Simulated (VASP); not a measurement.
# Br (R-3m) in VASP: further runs

Runs on Br. Level: r2SCAN. Tasks: single point.

Program: VASP 6.6.1. These are calculated values, not measurements. Logs are shortened: lines on timing, memory, paths and dates and some standing lists are left out, and cuts for length are marked.

### 1 The cell of the first run

Symmetry: R-3m, No. 166, trigonal system. Conventional cell: a = 8.183 Å, b = 8.183 Å, c = 20.932 Å, α = 90.00°, β = 90.00°, γ = 120.00°. Br (site symmetry m) has 6 Br at 2.78 to 3.01 Å within 3.7 Å. Within 3.9 Å of Br (site symmetry m) lie 7 Br at 2.97 to 3.35 Å.

### 2 Single point, r2SCAN

File POSCAR:

```
Br
1.0
    4.0912552071      2.3620872951      6.9772354751
   -4.0912552071      2.3620872951      6.9772354751
    0.0000000000     -4.7241745901      6.9772354751
Br
12
Direct
    0.0101900000      0.6536100000      0.0101900000
    0.0101900000      0.0101900000      0.6536100000
    0.6536100000      0.0101900000      0.0101900000
    0.9898100000      0.3463900000      0.9898100000
    0.3463900000      0.9898100000      0.9898100000
    0.9898100000      0.9898100000      0.3463900000
    0.2211800000      0.6306000000      0.2211800000
    0.2211800000      0.2211800000      0.6306000000
    0.6306000000      0.2211800000      0.2211800000
    0.7788200000      0.3694000000      0.7788200000
    0.3694000000      0.7788200000      0.7788200000
    0.7788200000      0.7788200000      0.3694000000
```

File INCAR.step1:

```
SYSTEM = Br
PREC = Accurate ; ENCUT = 520
ISMEAR = 0 ; SIGMA = 0.1
LREAL = .FALSE. ; LASPH = .TRUE.
NELM = 100 ; NBANDS = 54
GGA = PE ; ALGO = Normal
EDIFF = 1E-4 ; LWAVE = .TRUE.
LCHARG = .FALSE.
```

File INCAR.step2:

```
SYSTEM = Br
PREC = Accurate ; ENCUT = 520
EDIFF = 1E-7 ; ISMEAR = 0
SIGMA = 0.1 ; LREAL = .FALSE.
LASPH = .TRUE. ; NELM = 100
ALGO = Normal ; ISIF = 2
LWAVE = .FALSE. ; LCHARG = .TRUE.
METAGGA = R2SCAN ; LMIXTAU = .TRUE.
LELF = .TRUE. ; LVHAR = .TRUE.
NBANDS = 54 ; ISTART = 1
```

File KPOINTS:

```
Automatic mesh
0
G
  3 3 3
  0 0 0
```

Potentials or basis: VASP PAW PBE potentials, release 64 (Br).

Launch:

```console
> cat potpaw_PBE.64/Br/POTCAR > POTCAR
> cp INCAR.step1 INCAR
> mpirun -np 1 vasp_std > vasp.out
> cp INCAR.step2 INCAR
> mpirun -np 1 vasp_std > vasp.out
```

OUTCAR:

```text
SYSTEM = Br
   PREC = Accurate
   ENCUT = 520
   EDIFF = 1E-7
   ISMEAR = 0
   LREAL = .FALSE.
   LASPH = .TRUE.
   NELM = 100
   ISIF = 2
   METAGGA = R2SCAN
   ISTART = 1

 ion  position               nearest neighbor table
   1  0.010  0.654  0.010-   4 2.78
   2  0.010  0.010  0.654-   6 2.78
   3  0.654  0.010  0.010-   5 2.78
   4  0.990  0.346  0.990-   1 2.78
   5  0.346  0.990  0.990-   3 2.78
   6  0.990  0.990  0.346-   2 2.78
   7  0.221  0.631  0.221-
   8  0.221  0.221  0.631-
   9  0.631  0.221  0.221-
  10  0.779  0.369  0.779-
  11  0.369  0.779  0.779-
  12  0.779  0.779  0.369-

  LATTYP: Found a trigonal (rhomboedric) cell.
 ALAT       =     8.4261284368
 COS(alpha) =     0.5284942553

  Lattice vectors:

 A1 = (   4.0912552071,   2.3620872951,   6.9772354751)
 A2 = (  -4.0912552071,   2.3620872951,   6.9772354751)
 A3 = (   0.0000000000,  -4.7241745901,   6.9772354751)

Analysis of symmetry for initial positions (statically):
=====================================================================
 Subroutine PRICEL returns:
 Original cell was already a primitive cell.

 Routine SETGRP: Setting up the symmetry group for a
 trigonal (rhombohedral) supercell.

 Subroutine GETGRP returns: Found 12 space group operations
 (whereof 12 operations were pure point group operations)
 out of a pool of 12 trial point group operations.

The static configuration has the point symmetry D_3d.

Analysis of symmetry for dynamics (positions and initial velocities):
=====================================================================
 Subroutine PRICEL returns:
 Original cell was already a primitive cell.

 Routine SETGRP: Setting up the symmetry group for a
 trigonal (rhombohedral) supercell.

 Subroutine GETGRP returns: Found 12 space group operations
 (whereof 12 operations were pure point group operations)
 out of a pool of 12 trial point group operations.

The dynamic configuration has the point symmetry D_3d.

 Subroutine INISYM returns: Found 12 space group operations
 (whereof 12 operations are pure point group operations),
 and found     1 'primitive' translations

[... 102 lines left out ...]
   ISYM   =      2    0-nonsym 1-usesym 2-fastsym
   POTIM  = 0.5000    time-step for ionic-motion
   TEBEG  =    0.0;   TEEND  =   0.0 temperature during run
   PSTRESS=    0.0 pullay stress
   NELECT =      84.0000    total number of electrons
   NUPDOWN=      -1.0000    fix difference up-down
   EMIN   =  10.00;   EMAX   =-10.00  energy-range for DOS
   EFERMI =   0.00;   METHOD = LEGACY
   ISMEAR =     0;   SIGMA  =   0.10  broadening in eV -4-tet -1-fermi 0-gaus
   EFERMI_NEDOS =   21; number of points for ismear=-14 and -15
   IALGO  =     38    algorithm
   IMIX   =      4    mixing-type and parameters
     AMIX     =   0.40;   BMIX     =  1.00
     AMIX_MAG =   1.60;   BMIX_MAG =  1.00
  volume/ion in A,a.u.               =      33.71       227.51
  Fermi-wavevector in a.u.,A,eV,Ry     =   0.969406  1.831911 12.786038  0.939747
  Thomas-Fermi vector in A             =   2.099455
   LORBIT       =      0    0 simple, 1 ext, 2 COOP (PROOUT), +10 PAW based schemes
   METAGGA = R2SCAN    functional components
   LHFCALC =     F    Hartree Fock is set to
   AEXX    =    0.0000 exact exchange contribution
   IVDW    =     0    specifies the selected vdW correction
   LEPSILON=     F    determine dielectric tensor
   LRPA    =     F    only Hartree local field effects (RPA)
 non-spin polarized calculation
 Gauss-broadening in eV      SIGMA  =   0.10
  energy-cutoff  :      520.00
  volume of cell :      404.56
 maximum number of plane-waves:     10915
 NGX is ok and might be reduce to    64
   NGX = 31   NGY = 31   NGZ = 31

 number of electron      83.9999997 magnetization

 Free energy of the ion-electron system (eV)
  ---------------------------------------------------
  ext. energy  EPLUGINS =         0.00000000
  ---------------------------------------------------
  free energy    TOTEN  =      -149.53641275 eV

  energy without entropy =     -149.46790984  energy(sigma->0) =     -149.50216129

 E-fermi :  -0.0390     XC(G=0):  -8.1433

 val. band max:       -0.1308852519   @ k =   0.3333   0.3333   0.0000
 cond. band min:      -0.0258546500   @ k =  -0.3333   0.3333   0.3333
 fundamental gap:      0.1050306019
 Fermi energy:        -0.0389504657

 k-point     1 :       0.0000    0.0000    0.0000
  band No.  band energies     occupation
      1     -16.8731      2.00000
      2     -15.7594      2.00000
      3     -15.5430      2.00000
      4     -15.5430      2.00000
      5     -15.4708      2.00000
      6     -15.4708      2.00000
[... 331 lines left out ...]
     53       7.5156      0.00000
     54       7.6986      0.00000

------------------------ aborting loop because EDIFF is reached ----------------------------------------

  FORCE on cell =-STRESS in cart. coord.  units (eV):
  Direction    XX          YY          ZZ          XY          YZ          ZX
  --------------------------------------------------------------------------------------
  -------------------------------------------------------------------------------------
  Total       10.8450266     10.8450266      6.8999347      0.0000000      0.0000000      0.0000000
  in kB       42.9490991     42.9490991     27.3255189      0.0000000      0.0000000      0.0000000
  external PRESSURE =      37.7412390 kB  Pullay stress =       0.0000000 kB

 VOLUME and BASIS-vectors are now :
 -----------------------------------------------------------------------------
  energy-cutoff  :      520.00
  volume of cell :      404.56
      direct lattice vectors                 reciprocal lattice vectors
     4.091255207  2.362087295  6.977235475     0.122211882  0.070559063  0.047774414
    -4.091255207  2.362087295  6.977235475    -0.122211882  0.070559063  0.047774414
     0.000000000 -4.724174590  6.977235475     0.000000000 -0.141118126  0.047774414

 POSITION                                       TOTAL-FORCE (eV/Angst)
 -----------------------------------------------------------------------------------
     -2.63240      1.51981      4.70259         1.242796     -0.717529     -1.321976
      0.00000     -3.03963      4.70259         0.000000      1.435057     -1.321976
      2.63240      1.51981      4.70259        -1.242796     -0.717529     -1.321976
      2.63240     -1.51981     16.22912        -1.242796      0.717529      1.321976
     -2.63240     -1.51981     16.22912         1.242796      0.717529      1.321976
      0.00000      3.03963     16.22912         0.000000     -1.435057      1.321976
     -1.67504      0.96709      7.48629         0.954670     -0.551179      0.025049
      0.00000     -1.93417      7.48629         0.000000      1.102358      0.025049
      1.67504      0.96709      7.48629        -0.954670     -0.551179      0.025049
      1.67504     -0.96709     13.44541        -0.954670      0.551179     -0.025049
     -1.67504     -0.96709     13.44541         0.954670      0.551179     -0.025049
      0.00000      1.93417     13.44541         0.000000     -1.102358     -0.025049
 -----------------------------------------------------------------------------------
    total drift:                                0.000000      0.000000     -0.000000

  FREE ENERGIE OF THE ION-ELECTRON SYSTEM (eV)
  ---------------------------------------------------
  free  energy   TOTEN  =      -149.5364127495 eV

  energy  without entropy=     -149.4679098384  energy(sigma->0) =     -149.50216129
```

OUTCAR.step1:

```text
SYSTEM = Br
   PREC = Accurate
   ENCUT = 520
   ISMEAR = 0
   LREAL = .FALSE.
   LASPH = .TRUE.
   NELM = 100
[... 582 lines left out ...]
      1.67504     -0.96709     13.44541        -0.924928      0.534008     -0.036686
     -1.67504     -0.96709     13.44541         0.924928      0.534008     -0.036686
      0.00000      1.93417     13.44541         0.000000     -1.068015     -0.036686
 -----------------------------------------------------------------------------------
    total drift:                                0.000000      0.000000     -0.000000

  FREE ENERGIE OF THE ION-ELECTRON SYSTEM (eV)
  ---------------------------------------------------
  free  energy   TOTEN  =       -11.3679102450 eV

  energy  without entropy=      -11.2977899813  energy(sigma->0) =      -11.33285011
```

Run time: 15 min. Hardware: 1 thread of Intel Xeon Platinum 8488C (Sapphire Rapids), shared host; peak memory 0.65 GiB.

Results:

```yaml
Free_energy: -149.5364 eV
Pressure: 3.8 GPa
Largest_force: 1.951 eV/Å
Band_gap_on_the_k_mesh: zero (bands 42 and 43 overlap by 0.31 eV)
```

Forces in eV/Å, atoms in the order of the input:
```
Br   1.243 -0.718 -1.322
Br   0.000  1.435 -1.322
Br  -1.243 -0.718 -1.322
Br  -1.243  0.718  1.322
Br   1.243  0.718  1.322
Br   0.000 -1.435  1.322
Br   0.955 -0.551  0.025
Br   0.000  1.102  0.025
Br  -0.955 -0.551  0.025
Br  -0.955  0.551 -0.025
Br   0.955  0.551 -0.025
Br   0.000 -1.102 -0.025
```

Levels at points of the mesh, in eV from the Fermi level:
```
           k point  band 40  band 41  band 42  band 43  band 44  band 45
(0.00, 0.00, 0.00)    -0.66    -0.63    -0.27    -0.27     0.61     0.61
```

Caveat: the cell stands under pressure; the PAW data sets were made with another functional, which shifts forces and pressure a little.

### 3 Single point, r2SCAN

This run uses another cell than the first one, of 39.50 Å³/atom.

File POSCAR:

```
Br
1.0
    3.9654042807      2.2894272290      8.7008128350
   -3.9654042807      2.2894272290      8.7008128350
    0.0000000000     -4.5788544578      8.7008128350
Br
12
Direct
    0.0507090703      0.5312679494      0.0507090703
    0.0507090703      0.0507090703      0.5312679494
    0.5312679494      0.0507090703      0.0507090703
    0.9492909297      0.4687320506      0.9492909297
    0.4687320506      0.9492909297      0.9492909297
    0.9492909297      0.9492909297      0.4687320506
    0.2078497815      0.5787741888      0.2078497815
    0.2078497815      0.2078497815      0.5787741888
    0.5787741888      0.2078497815      0.2078497815
    0.7921502185      0.4212258112      0.7921502185
    0.4212258112      0.7921502185      0.7921502185
    0.7921502185      0.7921502185      0.4212258112
```

File INCAR.step1:

```
PREC     = Accurate       # precision mode
ENCUT    = 520            # plane-wave cutoff, eV
ISMEAR   = 0              # smearing method
SIGMA    = 0.1            # smearing width, eV
LREAL    = F              # projectors in reciprocal space
LASPH    = T              # aspherical terms in the spheres
NELM     = 100            # most SCF steps
NBANDS   = 54             # bands
GGA      = PE             # functional
ALGO     = Normal         # electronic algorithm
EDIFF    = 1E-4           # SCF threshold, eV
LWAVE    = T              # write WAVECAR
LCHARG   = F              # write CHGCAR
```

File INCAR.step2:

```
PREC     = Accurate       # precision mode
ENCUT    = 520            # plane-wave cutoff, eV
EDIFF    = 1E-6           # SCF threshold, eV
ISMEAR   = 0              # smearing method
SIGMA    = 0.1            # smearing width, eV
LREAL    = F              # projectors in reciprocal space
LASPH    = T              # aspherical terms in the spheres
NELM     = 100            # most SCF steps
ALGO     = Normal         # electronic algorithm
ISIF     = 2              # what is computed and relaxed
LWAVE    = F              # write WAVECAR
LCHARG   = T              # write CHGCAR
METAGGA  = R2SCAN         # meta-GGA
LMIXTAU  = T            
LELF     = T              # ELF
LVHAR    = T            
NBANDS   = 54             # bands
ISTART   = 1
```

File KPOINTS:

```
regular mesh
0
Gamma
  3 3 3
```

Potentials or basis: VASP PAW PBE potentials, release 64 (Br).

Launch:

```console
> cat potpaw_PBE.64/Br/POTCAR > POTCAR
> cp INCAR.step1 INCAR
> mpirun -np 1 vasp_std > vasp.out
> cp INCAR.step2 INCAR
> mpirun -np 1 vasp_std > vasp.out
```

OUTCAR:

```text
PREC = Accurate
   ENCUT = 520
   EDIFF = 1E-6
   ISMEAR = 0
   LREAL = F
   LASPH = T
   NELM = 100
   ISIF = 2
   METAGGA = R2SCAN
   ISTART = 1

 ion  position               nearest neighbor table
   1  0.051  0.531  0.051-   4 2.32
   2  0.051  0.051  0.531-   6 2.32
   3  0.531  0.051  0.051-   5 2.32
   4  0.949  0.469  0.949-   1 2.32
   5  0.469  0.949  0.949-   3 2.32
   6  0.949  0.949  0.469-   2 2.32
[... 550 lines left out ...]
  external PRESSURE =      -1.0520030 kB  Pullay stress =       0.0000000 kB

 VOLUME and BASIS-vectors are now :
 -----------------------------------------------------------------------------
  energy-cutoff  :      520.00
  volume of cell :      473.94
      direct lattice vectors                 reciprocal lattice vectors
     3.965404281  2.289427229  8.700812835     0.126090548  0.072798412  0.038310597
    -3.965404281  2.289427229  8.700812835    -0.126090548  0.072798412  0.038310597
     0.000000000 -4.578854458  8.700812835     0.000000000 -0.145596824  0.038310597

 POSITION                                       TOTAL-FORCE (eV/Angst)
 -----------------------------------------------------------------------------------
     -1.90561      1.10020      5.50488         0.000663     -0.000383     -0.001277
      0.00000     -2.20041      5.50488         0.000000      0.000765     -0.001277
      1.90561      1.10020      5.50488        -0.000663     -0.000383     -0.001277
      1.90561     -1.10020     20.59756        -0.000663      0.000383      0.001277
     -1.90561     -1.10020     20.59756         0.000663      0.000383      0.001277
      0.00000      2.20041     20.59756         0.000000     -0.000765      0.001277
     -1.47087      0.84920      8.65273        -0.011803      0.006814     -0.006840
      0.00000     -1.69841      8.65273         0.000000     -0.013628     -0.006840
      1.47087      0.84920      8.65273         0.011803      0.006814     -0.006840
      1.47087     -0.84920     17.44971         0.011803     -0.006814      0.006840
     -1.47087     -0.84920     17.44971        -0.011803     -0.006814      0.006840
      0.00000      1.69841     17.44971         0.000000      0.013628      0.006840
 -----------------------------------------------------------------------------------
    total drift:                                0.000000      0.000000      0.000000

  FREE ENERGIE OF THE ION-ELECTRON SYSTEM (eV)
  ---------------------------------------------------
  free  energy   TOTEN  =      -156.7362886750 eV

  energy  without entropy=     -156.6781148898  energy(sigma->0) =     -156.70720178
```

OSZICAR.step1:

```text
N       E                     dE             d eps       ncg     rms          rms(c)
DAV:   1     0.643001858152E+03    0.64300E+03   -0.33245E+04   648   0.128E+03
DAV:   2     0.539438663376E+02   -0.58906E+03   -0.57406E+03   914   0.223E+02
DAV:   3    -0.176080271314E+02   -0.71552E+02   -0.70862E+02   750   0.882E+01
DAV:   4    -0.188642952770E+02   -0.12563E+01   -0.12542E+01   720   0.139E+01
DAV:   5    -0.188853678125E+02   -0.21073E-01   -0.21066E-01   756   0.173E+00    0.183E+01
DAV:   6    -0.180626093415E+02    0.82276E+00   -0.43361E-01   720   0.323E+00    0.114E+01
DAV:   7    -0.179635998480E+02    0.99009E-01   -0.13466E+00   714   0.355E+00    0.181E+00
DAV:   8    -0.181023002047E+02   -0.13870E+00   -0.93116E-01   772   0.343E+00    0.191E+00
DAV:   9    -0.178765595764E+02    0.22574E+00   -0.98574E-02   762   0.196E+00    0.775E-01
DAV:  10    -0.178743425319E+02    0.22170E-02   -0.13922E-01   770   0.107E+00    0.652E-01
DAV:  11    -0.178667960599E+02    0.75465E-02   -0.43759E-02   744   0.658E-01    0.275E-01
DAV:  12    -0.178651866725E+02    0.16094E-02   -0.26147E-03   708   0.169E-01    0.161E-01
DAV:  13    -0.178660228701E+02   -0.83620E-03   -0.42086E-04   544   0.688E-02    0.173E-01
DAV:  14    -0.178652859227E+02    0.73695E-03   -0.45946E-04   400   0.672E-02    0.883E-02
DAV:  15    -0.178650652757E+02    0.22065E-03   -0.38996E-04   482   0.555E-02    0.383E-02
DAV:  16    -0.178650652294E+02    0.46345E-07   -0.73425E-05   426   0.264E-02
   1 F= -.17865065E+02 E0= -.17834338E+02  d E =-.614544E-01
```

Wall time 16 min (1 thread of Intel Xeon Platinum 8488C (Sapphire Rapids), shared host); peak memory 1.1 GiB.

What came out:

```
Free energy            : -156.7363 eV
Pressure               : -0.1 GPa
Largest force          : 0.015 eV/Å
Band gap on the k mesh : zero (bands 42 and 43 overlap by 0.02 eV)
```

Forces on the atoms (eV/Å):
```
Br   0.001  0.000 -0.001
Br   0.000  0.001 -0.001
Br  -0.001  0.000 -0.001
Br  -0.001  0.000  0.001
Br   0.001  0.000  0.001
Br   0.000 -0.001  0.001
Br  -0.012  0.007 -0.007
Br   0.000 -0.014 -0.007
Br   0.012  0.007 -0.007
Br   0.012 -0.007  0.007
Br  -0.012 -0.007  0.007
Br   0.000  0.014  0.007
```

Levels at points of the mesh, in eV from the Fermi level:
```csv
k point,band 38,band 39,band 40,band 41,band 42,band 43,band 44,band 45,band 46,band 47
"(0.00, 0.00, 0.00)",-0.75,-0.75,-0.24,0.00,0.00,0.44,0.44,1.74,2.25,2.37
```

Caveat: the PAW data sets were made with another functional, which shifts forces and pressure a little.
